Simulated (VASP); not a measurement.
# Ir (P6/mmm) in VASP: further runs, part 2 of 2

VASP 6.6.1. Earlier steps stand in the parts before.

### Step 3. Relaxation of cell and atoms, LDA, target pressure 68 GPa, at which the enthalpy is minimised

This run uses another cell than the first one, of 13.10 Å³/atom.

File INCAR:

```
PREC = Accurate
ENCUT = 600
EDIFF = 1E-6
ISMEAR = -1
SIGMA = 0.08
LREAL = F
LASPH = T
NELM = 80
ALGO = Normal
ISIF = 3
LWAVE = F
LCHARG = F
IBRION = 2
NSW = 32
EDIFFG = -0.005
PSTRESS = 680.0
```

File KPOINTS:

```
regular mesh
0
Gamma
  18 18 16
```

File POSCAR:

```
Ir
1.0
    2.5022166557      0.0000000000      0.0000000000
   -1.2511083278      2.1669831896      0.0000000000
    0.0000000000      0.0000000000      2.4156173542
Ir
1
Direct
    0.0000000000      0.0000000000      0.0000000000
```

Potentials or basis: VASP PAW LDA potentials, release 64 (Ir).

Run with:

```console
> cat potpaw_LDA.64/Ir/POTCAR > POTCAR
> mpirun -np 1 vasp_std > vasp.out
```

OUTCAR:

```text
PREC = Accurate
   ENCUT = 600
   EDIFF = 1E-6
   ISMEAR = -1
   LREAL = F
   LASPH = T
   NELM = 80
   ISIF = 3
   IBRION = 2
   NSW = 32
   EDIFFG = -0.005
   PSTRESS = 680.0

 ion  position               nearest neighbor table
   1  0.000  0.000  0.000-

  LATTYP: Found a hexagonal cell.
 ALAT       =     2.5022166557
 C/A-ratio  =     0.9653909659

  Lattice vectors:

 A1 = (   2.5022166557,   0.0000000000,   0.0000000000)
 A2 = (  -1.2511083278,   2.1669831896,   0.0000000000)
 A3 = (   0.0000000000,   0.0000000000,   2.4156173542)

Analysis of symmetry for initial positions (statically):
=====================================================================
 Subroutine PRICEL returns:
 Original cell was already a primitive cell.

 Routine SETGRP: Setting up the symmetry group for a
 hexagonal supercell.

 Subroutine GETGRP returns: Found 24 space group operations
 (whereof 24 operations were pure point group operations)
 out of a pool of 24 trial point group operations.

The static configuration has the point symmetry D_6h.

Analysis of symmetry for dynamics (positions and initial velocities):
=====================================================================
 Subroutine PRICEL returns:
 Original cell was already a primitive cell.

 Routine SETGRP: Setting up the symmetry group for a
 hexagonal supercell.

 Subroutine GETGRP returns: Found 24 space group operations
 (whereof 24 operations were pure point group operations)
 out of a pool of 24 trial point group operations.

The dynamic configuration has the point symmetry D_6h.

 Subroutine INISYM returns: Found 24 space group operations
 (whereof 24 operations are pure point group operations),
 and found     1 'primitive' translations

----------------------------------------------------------------------------------------

                                     Primitive cell

  volume of cell :      13.0981

  direct lattice vectors                    reciprocal lattice vectors
     2.502216656  0.000000000  0.000000000     0.399645649  0.230735523  0.000000000
    -1.251108328  2.166983190  0.000000000     0.000000000  0.461471046  0.000000000
     0.000000000  0.000000000  2.415617354     0.000000000  0.000000000  0.413972850

  length of vectors
     2.502216656  2.502216656  2.415617354     0.461471046  0.461471046  0.413972850

  position of ions in fractional coordinates (direct lattice)
     0.000000000  0.000000000  0.000000000

  ion indices of the primitive-cell ions
   primitive index   ion index
                 1           1

----------------------------------------------------------------------------------------

 KPOINTS: regular mesh

Automatic generation of k-mesh.
 Grid dimensions read from file:
 generate k-points for:   18   18   16

 Generating k-lattice:

  Cartesian coordinates                     Fractional coordinates (reciprocal lattice)
     0.022202536  0.012818640  0.000000000     0.055555556  0.000000000  0.000000000
[... 40 lines left out ...]
 [... further k-points ...]
   k-points           NKPTS =    333   k-points in BZ     NKDIM =    333   number of bands    NBANDS=      8
   number of dos      NEDOS =    301   number of ions     NIONS =      1
   total plane-waves  NPLWV =   8000
   dimension x,y,z NGX =    20 NGY =   20 NGZ =   20
   dimension x,y,z NGXF=    40 NGYF=   40 NGZF=   40
   ions per type =               1
   NGX,Y,Z   is equivalent  to a cutoff of  13.29, 13.29, 13.76 a.u.
   NGXF,Y,Z  is equivalent  to a cutoff of  26.58, 26.58, 27.53 a.u.
 SYSTEM =  unknown system
   PREC   = accura    normal or accurate (medium, high low for compatibility)
   ISTART =      0    job   : 0-new  1-cont  2-samecut
   ICHARG =      2    charge: 1-file 2-atom 10-const
   ISPIN  =      1    spin polarized calculation?
   LNONCOLLINEAR =      F non collinear calculations
   LSORBIT =      F    spin-orbit coupling
   LASPH  =      T    aspherical Exc in radial PAW
   ENCUT  =  600.0 eV  44.10 Ry    6.64 a.u.   5.00  5.00  4.82*2*pi/ulx,y,z
   NELM   =     80;   NELMIN=  2; NELMDL= -5     # of ELM steps
   EDIFF  = 0.1E-05   stopping-criterion for ELM
   LREAL  =      F    real-space projection
   EDIFFG = -.5E-02   stopping-criterion for IOM
   NSW    =     32    number of steps for IOM
   IBRION =      2    ionic relax: 0-MD 1-quasi-New 2-CG
   NFREE  =      1    steps in history (QN), initial steepest desc. (CG)
   ISIF   =      3    stress and relaxation
   ISYM   =      2    0-nonsym 1-usesym 2-fastsym
   POTIM  = 0.5000    time-step for ionic-motion
   TEBEG  =    0.0;   TEEND  =   0.0 temperature during run
   PSTRESS=  680.0 pullay stress
   NELECT =       9.0000    total number of electrons
   NUPDOWN=      -1.0000    fix difference up-down
   EMIN   =  10.00;   EMAX   =-10.00  energy-range for DOS
   EFERMI =   0.00;   METHOD = LEGACY
   ISMEAR =    -1;   SIGMA  =   0.08  broadening in eV -4-tet -1-fermi 0-gaus
   EFERMI_NEDOS =   21; number of points for ismear=-14 and -15
   IALGO  =     38    algorithm
   IMIX   =      4    mixing-type and parameters
     AMIX     =   0.40;   BMIX     =  1.00
     AMIX_MAG =   1.60;   BMIX_MAG =  1.00
  volume/ion in A,a.u.               =      13.10        88.39
  Fermi-wavevector in a.u.,A,eV,Ry     =   1.444617  2.729931 28.394258  2.086919
  Thomas-Fermi vector in A             =   2.562892
   LORBIT       =      0    0 simple, 1 ext, 2 COOP (PROOUT), +10 PAW based schemes
   GGA     = CA    functional components
   LHFCALC =     F    Hartree Fock is set to
   AEXX    =    0.0000 exact exchange contribution
   IVDW    =     0    specifies the selected vdW correction
   LEPSILON=     F    determine dielectric tensor
   LRPA    =     F    only Hartree local field effects (RPA)
 conjugate gradient relaxation of ions
 non-spin polarized calculation
  energy-cutoff  :      600.00
  volume of cell :       13.10
 maximum number of plane-waves:       450
 NGX is ok and might be reduce to    20
   NGX =  9   NGY =  9   NGZ =  9

--------------------------------------- Ionic step        1  -------------------------------------------

 number of electron       9.0000000 magnetization

 Free energy of the ion-electron system (eV)
  ---------------------------------------------------
  ext. energy  EPLUGINS =         0.00000000
  ---------------------------------------------------
  free energy    TOTEN  =        -9.32802679 eV

  energy without entropy =       -9.31167624  energy(sigma->0) =       -9.31985152

------------------------ aborting loop because EDIFF is reached ----------------------------------------

  FORCE on cell =-STRESS in cart. coord.  units (eV):
  Direction    XX          YY          ZZ          XY          YZ          ZX
  --------------------------------------------------------------------------------------
  -------------------------------------------------------------------------------------
  Total        5.8758812      5.8758812      5.7609816      0.0000000      0.0000000      0.0000000
  in kB      718.7452633    718.7452633    704.6905950      0.0000000      0.0000000      0.0000000
  external PRESSURE =      34.0603739 kB  Pullay stress =     680.0000000 kB
[... 283 lines left out ...]
--------------------------------------- Ionic step        9  -------------------------------------------

 number of electron       9.0000000 magnetization

 Free energy of the ion-electron system (eV)
  ---------------------------------------------------
  ext. energy  EPLUGINS =         0.00000000
  ---------------------------------------------------
  free energy    TOTEN  =        -9.35757343 eV

  energy without entropy =       -9.34109747  energy(sigma->0) =       -9.34933545

 E-fermi :  11.2461     XC(G=0): -14.4631

 val. band max:       11.2442299082   @ k =   0.0556   0.0556   0.2500
 cond. band min:      11.2476052862   @ k =   0.2222   0.0000   0.0000
 fundamental gap:      0.0033753780
 Fermi energy:        11.2461253068

 k-point     1 :       0.0000    0.0000    0.0000
  band No.  band energies     occupation
      1      -0.1587      2.00000
      2       3.3498      2.00000
      3       7.2574      2.00000
      4       7.2574      2.00000
      5      13.2960      0.00000
      6      13.2960      0.00000
      7      26.3585      0.00000
      8      27.4867      0.00000
[... 243 lines left out ...]
 k-point    24 :       0.3889    0.1111    0.0000
  band No.  band energies     occupation
      1       3.1124      2.00000
      2       4.7145      2.00000
      3       9.2130      2.00000
      4       9.3953      2.00000
      5      12.0529      0.00008
      6      14.7945      0.00000
      7      20.2520      0.00000
      8      24.9151      0.00000

 [... further k-points ...]

------------------------ aborting loop because EDIFF is reached ----------------------------------------

  FORCE on cell =-STRESS in cart. coord.  units (eV):
  Direction    XX          YY          ZZ          XY          YZ          ZX
  --------------------------------------------------------------------------------------
  -------------------------------------------------------------------------------------
  Total        5.5869580      5.5869580      5.5891012      0.0000000      0.0000000     -0.0000000
  in kB      679.8824152    679.8824152    680.1432258      0.0000000      0.0000000     -0.0000000
  external PRESSURE =      -0.0306479 kB  Pullay stress =     680.0000000 kB
[... 20 lines left out ...]
  energy  without entropy=       -9.3410974747  energy(sigma->0) =       -9.34933545

  enthalpy is  TOTEN    =        -3.7696492037 eV   P V=        5.5879242297

 reached required accuracy - stopping structural energy minimisation
```

CONTCAR:

```text
Ir
   1.00000000000000
     2.5073422866240134    0.0000000000090267    0.0000000000000000
    -1.2536711432540868    2.1714221161833547    0.0000000000000000
    -0.0000000000000000    0.0000000000000000    2.4182115786096148
  Ir
     1
Direct
     0.0000000000000000    0.0000000000000000    1.0000000000000000

  0.00000000E+00  0.00000000E+00  0.00000000E+00
```

Wall time 62 s (1 thread of Intel Xeon Platinum 8488C (Sapphire Rapids), shared host); peak memory 0.16 GiB.

Results:

```
Free energy                                                : -9.3576 eV
Relaxed volume                                             : 13.17 Å³/atom
Relaxed cell                                               : a = 2.507 Å, b = 2.507 Å, c = 2.418 Å, α = 90.00°, β = 90.00°, γ = 120.00°
Space group after relaxing (to 0.1 Å)                      : P6/mmm (No. 191)
Energy change on relaxing (the run minimises the enthalpy) : -29.5 meV/atom
Ionic steps                                                : 9
Pressure after relaxing                                    : 68.0 GPa
Band gap on the k mesh                                     : zero (an odd number of electrons rules out a gap without spin polarisation)
```

The path:
```
step  energy change (eV)  largest force (eV/Å)  pressure (GPa)  volume (Å³)
   1              0.0000                0.0000           71.41        13.10
   2             -0.1954                0.0000           47.06        13.63
   3             -0.0305                0.0000           67.89        13.17
   4             -0.0298                0.0000           67.95        13.17
   5             -0.0292                0.0000           68.02        13.17
   6             -0.0282                0.0000           68.13        13.16
   7             -0.0289                0.0000           68.08        13.16
   8             -0.0325                0.0000           67.66        13.17
   9             -0.0295                0.0000           68.00        13.17
```

Final structure:
```cif
data_structure
_symmetry_space_group_name_H-M 'P 1'
_symmetry_Int_Tables_number 1
_cell_length_a 2.5073
_cell_length_b 2.5073
_cell_length_c 2.4182
_cell_angle_alpha 90.000
_cell_angle_beta 90.000
_cell_angle_gamma 120.000
_cell_volume 13.17
loop_
_atom_site_label
_atom_site_type_symbol
_atom_site_fract_x
_atom_site_fract_y
_atom_site_fract_z
_atom_site_occupancy
Ir1 Ir 0.00000 0.00000 0.00000 1
```

Caveat: the cell is relaxed towards a set pressure, so the run minimises the enthalpy, not the energy; spin-orbit coupling is left out, which moves the levels of the heavy elements.
